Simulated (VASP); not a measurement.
# CaBC: single point with PBE

The system is CaBC.

```xyz
6
Lattice="2.9916 0.0000 0.0000 -1.4958 2.5651 0.0000 0.0000 0.0000 8.1934" Properties=species:S:1:pos:R:3 pbc="T T T"
Ca    0.0000    0.0000    0.0000
Ca    0.0000    0.0000    4.0967
B     1.4958    0.8550    2.0483
B     0.0000    1.7101    6.1450
C     1.4958    0.8550    6.1450
C     0.0000    1.7101    2.0483
```

This cell differs from its parent crystal: strain +0.0100 x Voigt [1, 0, 0, 0, 0, 0].

| Item | Value |
| --- | --- |
| Program | VASP 6.6.1 |
| Task | single point |
| Functional | PBE |
| Potentials or basis | VASP PAW PBE potentials, release 64 (Ca_sv, B, C) |
| Cutoff | 520 eV |
| k mesh | 18 × 18 × 6 |
| Occupations | gaussian, width 0.15 eV |
| Spin | no spin polarisation |
| Dipole correction | no |
| Further INCAR settings | ALGO = Normal; EDIFF = 1e-06; NBANDS = 26 |

```yaml
Pressure: -1.1 GPa
Largest_force: 0.046 eV/Å
Band_gap_on_the_k_mesh: zero (bands 17 and 18 overlap by 2.47 eV)
```

Forces on the atoms (eV/Å):
```
Ca   0.000  0.000  0.000
Ca   0.000  0.000  0.000
B    0.000 -0.046  0.000
B    0.000  0.046  0.000
C    0.000 -0.031  0.000
C    0.000  0.031  0.000
```

Stress tensor (GPa, compression positive):
```
-3.67  0.00  0.00
 0.00  0.18  0.00
 0.00  0.00  0.33
```

Levels at points of the mesh, in eV from the Fermi level:
```tsv
k point	band 14	band 15	band 16	band 17	band 18	band 19	band 20	band 21
(0.00, 0.00, 0.00)	-1.89	-1.70	-1.66	-0.77	1.46	3.58	3.75	3.79
(0.50, 0.00, 0.00)	-3.81	-3.71	-2.28	-1.96	-0.17	1.54	3.75	3.93
(0.00, 0.50, 0.00)	-3.92	-3.66	-2.20	-2.01	-0.24	1.50	3.82	3.87
(0.00, 0.00, 0.50)	-1.82	-1.78	-1.78	0.48	0.48	3.87	3.87	4.02
(0.50, 0.00, 0.50)	-3.99	-3.03	-3.03	-1.13	-1.13	2.19	2.19	4.77
(0.00, 0.50, 0.50)	-4.11	-2.96	-2.96	-1.19	-1.19	2.13	2.13	4.75
```

It took 3 min on 1 thread of Intel(R) Xeon(R) 6975P-C (Granite Rapids), with other jobs on the host, peak memory 0.6 GiB.

Caveat: the cell differs from its parent crystal (strain +0.0100 x Voigt [1, 0, 0, 0, 0, 0]).
